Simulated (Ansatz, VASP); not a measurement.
## Hg: VASP beside Ansatz

```xyz
3
Lattice="4.5400 0.0000 0.0000 -2.2700 3.9318 0.0000 0.0000 0.0000 3.8700" Properties=species:S:1:pos:R:3 pbc="T T T"
Hg    2.2700    1.3106    1.9350
Hg    0.0000    0.0000    0.0000
Hg    0.0000    2.6212    1.9350
```

Alike in both runs: task single point; functional PBE; k mesh 7 × 7 × 7; occupations fermi-dirac, width 0.05 eV; no spin polarisation.

```csv
,VASP,Ansatz
version,VASP 6.6.1,Ansatz 0.2.0
potentials or method,"VASP PAW PBE potentials, release 64 (Hg)",Ansatz PAW
plane-wave cutoff (eV),520,420
valence electrons in the cell,36,60
```

Ansatz gave:

* gap on the k mesh at the Fermi level (eV): none
* pressure (GPa): 12.8
* traceless stress, the component that is largest in VASP (GPa): -8.80

Task: Which values does VASP return?

Result: gap on the k mesh at the Fermi level (eV): none; pressure (GPa): 13.6; traceless stress, the component that is largest in VASP (GPa): -9.36.

A gap of «none» marks a metal or a gap that the smearing closes. VASP's potentials hold 36 valence electrons a cell and Ansatz's 60, so a difference there can come from the potentials and not from the codes.

Neither program's run includes spin-orbit coupling.
